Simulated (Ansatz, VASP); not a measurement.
# One calculation of NaI, two programs

File INCAR:

```
PREC = Accurate
ENCUT = 520
EDIFF = 1E-6
ISMEAR = 0
SIGMA = 0.01
LREAL = F
LASPH = T
NELM = 100
ALGO = Normal
ISIF = 2
LWAVE = F
LCHARG = T
GGA = PE
LELF = T
LVHAR = T
NBANDS = 22
```

The input KPOINTS:

```
regular mesh
0
Gamma
  6 6 4
```

POSCAR

```
NaI
1.0
    5.4678342879      0.0000000000      0.0000000000
   -2.7339171440      4.7352833970      0.0000000000
    0.0000000000      0.0000000000      6.5291242947
Na I
2 2
Direct
    0.3333333333      0.6666666667      0.2500000000
    0.6666666667      0.3333333333      0.7500000000
    0.6666666667      0.3333333333      0.2500000000
    0.3333333333      0.6666666667      0.7500000000
```

Input for Ansatz:

```yaml
crystal:
  lattice:
    - [5.4678342879, 0.0, 0.0]
    - [-2.733917144, 4.735283397, 0.0]
    - [0.0, 0.0, 6.5291242947]
  atoms:
    - { symbol: Na, position: [0.3333333333, 0.6666666667, 0.25] }
    - { symbol: Na, position: [0.6666666667, 0.3333333333, 0.75] }
    - { symbol: I, position: [0.6666666667, 0.3333333333, 0.25] }
    - { symbol: I, position: [0.3333333333, 0.6666666667, 0.75] }
kpoints:
  mp_grid: { grid: [6, 6, 4] }
hamiltonian:
  xc: pbe
scf:
  occupations: { method: fixed }
  n_extra_bands: 5
output:
  forces: true
  stress: true
  eigenvalues: true
```

Alike in both runs: task single point; functional PBE; k mesh 6 × 6 × 4; no spin polarisation.

|  | VASP | Ansatz |
| --- | --- | --- |
| version | VASP 6.6.1 | Ansatz 0.2.0 |
| potentials or method | VASP PAW PBE potentials, release 64 (Na_pv, I) | plane waves, PAW |
| plane-wave cutoff (eV) | 520 | 420 |
| occupations | gaussian, width 0.01 eV | fixed |
| valence electrons in the cell | 28 | 52 |

|  | VASP | Ansatz | Ansatz less VASP |
| --- | --- | --- | --- |
| gap on the k mesh at the Fermi level (eV) | 3.52 | 3.52 | +0.003 |
| pressure (GPa) | 0.0 | 0.0 | -0.01 |

VASP's potentials hold 28 valence electrons a cell and Ansatz's 52, so a difference there can come from the potentials and not from the codes.

Spin-orbit coupling is off throughout.
